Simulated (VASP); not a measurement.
Input of a VASP 6.6.1 run:

The input INCAR:

```
SYSTEM = Hf
ALGO = Normal
EDIFF = 1E-6
ENCUT = 500
GGA = PS
GGA_COMPAT = .False.
ISIF = 2
ISMEAR = 0
IVDW = 12
LASPH = .True.
LCHARG = .False.
LREAL = .False.
LWAVE = .False.
NBANDS = 11
NELM = 120
PREC = Accurate
SIGMA = 0.1
```

Contents of KPOINTS:

```
k-points
0
Gamma
  18 18 18
  0 0 0
```

Contents of POSCAR:

```
Hf
1.0
   -1.6123397192      1.6123397192      1.6123397192
    1.6123397192     -1.6123397192      1.6123397192
    1.6123397192      1.6123397192     -1.6123397192
Hf
1
Direct
    0.0000000000      0.0000000000      0.0000000000
```

Potentials or basis: VASP PAW PBE potentials, release 64 (Hf_pv).

Run with:

```bash
$ cat potpaw_PBE.64/Hf_pv/POTCAR > POTCAR
$ mpirun -np 1 vasp_std > vasp.out
```

(1) What does it give for the pressure?

(2) What does it give for the dispersion energy per atom?

(3) Estimate the band gap on the k mesh.

Answers

(1) 29.8 GPa.

(2) -0.685 eV.

(3) zero (band 5 reaches 8.20 eV, above the bottom of band 6 at 5.52 eV).

Caveat: the PAW data sets were made with another functional, which shifts forces and pressure a little; spin-orbit coupling is left out, which moves the levels of the heavy elements; pairwise dispersion overbinds metals, which lowers pressure and volume.
